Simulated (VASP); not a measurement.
MgO:

```
Mg O
1.0
     0.00000    2.10217    2.10217
     2.10217    0.00000    2.10217
     2.10217    2.10217    0.00000
Mg O
1 1
Direct
  0.00000 0.00000 0.00000
  0.50000 0.50000 0.50000
```

Base run:

| Quantity | Value |
| --- | --- |
| Program | VASP 6.6.1 |
| Functional | PBE0 |
| Potentials or basis | VASP PAW PBE potentials, release 64 (Mg, O) |
| Cutoff | 520 eV |
| k mesh | 8 × 8 × 8 |
| Occupations | gaussian, width 0.01 eV |
| Spin | no spin polarisation |

Its results: band gap on the k mesh 7.24 eV; pressure -0.6 GPa.

Question: The run is repeated on the same cell with these changes: functional from PBE0 to PBE. What comes out?

Answer: Band gap on the k mesh 4.78 eV; pressure 4.9 GPa.

Caveats: the PAW data sets were made with another functional, which shifts forces and pressure a little (at least some runs); the cell stands under pressure (at least some runs).

